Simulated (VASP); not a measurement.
# Ge2Sb2Te5: single point with BLYP+D3(BJ)

Crystal: Ge2Sb2Te5.

```
Te Sb Ge
1.0
     6.86543   -3.07471   -0.04703
     6.86543    3.07471   -0.04703
    -6.90432    0.00000    6.81974
Te Sb Ge
5 2 2
Direct
  0.60821 0.60821 0.41007
  0.80405 0.80405 0.18690
  0.99572 0.99572 0.99283
  0.20984 0.20984 0.80477
  0.41846 0.41846 0.60524
  0.88983 0.88983 0.57205
  0.11297 0.11297 0.42482
  0.27260 0.27260 0.19260
  0.48833 0.48833 0.01073
```

* Program: VASP 6.6.1
* Task: single point
* Functional: BLYP
* Dispersion: D3(BJ)
* Potentials or basis: VASP PAW PBE potentials, release 64 (Te, Sb, Ge_d)
* Cutoff: 520 eV
* k mesh: 5 × 5 × 4
* Occupations: fermi-dirac, width 0.05 eV
* Spin: no spin polarisation
* Dipole correction: no
* Further INCAR settings: ALGO = Normal; EDIFF = 1e-06; NBANDS = 44

```json
{
  "Pressure": "0.2 GPa",
  "Largest force": "0.043 eV/Å",
  "Band gap on the k mesh": "0.22 eV (least direct gap 0.30 eV)",
  "Dispersion energy per atom": "-0.949 eV"
}
```

Forces in eV/Å, atoms in the order of the input:
```
Te  -0.034  0.000  0.000
Te   0.000  0.000 -0.032
Te  -0.020  0.000 -0.011
Te  -0.033  0.000  0.028
Te   0.006  0.000  0.018
Sb   0.014  0.000  0.026
Sb   0.020  0.000 -0.026
Ge   0.026  0.000  0.000
Ge   0.022  0.000 -0.003
```

Levels at points of the mesh, in eV from the valence-band top:
```csv
k point,band 31,band 32,band 33,band 34,band 35,band 36,band 37,band 38
"(0.00, 0.00, 0.00)",-0.89,-0.60,-0.44,-0.40,1.11,1.44,2.23,2.36
"(0.00, 0.00, 0.50)",-0.82,-0.72,-0.50,-0.43,0.93,1.61,1.70,2.49
```

Run time: 10 min on 1 thread of Oxide Virtual Turin-like Processor, with other jobs on the host, peak memory 0.69 GiB.

Caveat: semilocal functionals underestimate gaps, and a narrow one can read as zero; the PAW data sets were made with another functional, which shifts forces and pressure a little; spin-orbit coupling is left out, which moves the levels of the heavy elements. A k mesh can miss the band edges.
